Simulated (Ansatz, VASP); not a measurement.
# Al in VASP and in Ansatz

```xyz
1
Lattice="0.0000 1.9914 1.9914 1.9914 0.0000 1.9914 1.9914 1.9914 0.0000" Properties=species:S:1:pos:R:3 pbc="T T T"
Al    0.0000    0.0000    0.0000
```

Alike in both runs: functional LDA; k mesh 34 × 34 × 34; occupations gaussian, width 0.1 eV; no spin polarisation.

Ansatz relaxed the structure, and its values are those at the end. VASP's run is a single point on that final structure, the one shown.

```csv
,VASP,Ansatz
version,VASP 6.6.1,Ansatz 0.2.0
potentials or method,"VASP PAW LDA potentials, release 64 (Al)","scalar-relativistic, plane waves, PAW"
plane-wave cutoff (eV),520,420
valence electrons in the cell,3,3
```

```csv
,VASP,Ansatz,Ansatz less VASP
gap on the k mesh at the Fermi level (eV),none,none,-
pressure (GPa),0.1,0.0,-0.08
```

LDA's correlation is that of Perdew and Zunger in VASP and of Perdew and Wang (1992) in Ansatz. A gap of «none» marks a metal or a gap that the smearing closes.
